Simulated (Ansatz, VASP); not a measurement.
**K3I2Br: VASP beside Ansatz**

```xyz
6
Lattice="4.4755 0.0000 0.0000 -2.2378 3.8759 0.0000 0.0000 0.0000 12.4935" Properties=species:S:1:pos:R:3 pbc="T T T"
K     0.0000    0.0000    6.2467
K     0.0000    2.5839    1.8928
K     2.2378    1.2920   10.6007
I     0.0000    2.5839    8.4250
I     2.2378    1.2920    4.0685
Br    0.0000    0.0000    0.0000
```

Alike in both runs: functional LDA; k mesh 6 × 6 × 2; occupations gaussian, width 0.05 eV; no spin polarisation.

Ansatz relaxed the structure, and its values are those at the end. VASP's run is a single point on that final structure, the one shown.

|  | VASP | Ansatz |
| --- | --- | --- |
| version | VASP 6.6.1 | Ansatz 0.2.0 |
| potentials or method | VASP PAW LDA potentials, release 64 (K_sv, I, Br), cutoff 520 eV | scalar-relativistic, plane waves, PAW |
| valence electrons in the cell | 48 | 68 |

Ansatz gave:

| Item | Value |
| --- | --- |
| gap on the k mesh at the Fermi level (eV) | 3.44 |
| least direct gap on the mesh (eV) | 3.44 |
| pressure (GPa) | 0.3 |

Question: Which values does VASP return?

Answer: gap on the k mesh at the Fermi level (eV): 3.45; least direct gap on the mesh (eV): 3.45; pressure (GPa): 0.4.

LDA's correlation is that of Perdew and Zunger in VASP and of Perdew and Wang (1992) in Ansatz. VASP's potentials hold 48 valence electrons a cell and Ansatz's 68, so a difference there can come from the potentials and not from the codes. Ansatz's warnings: stress scf threshold loose.

Neither program's run includes spin-orbit coupling.
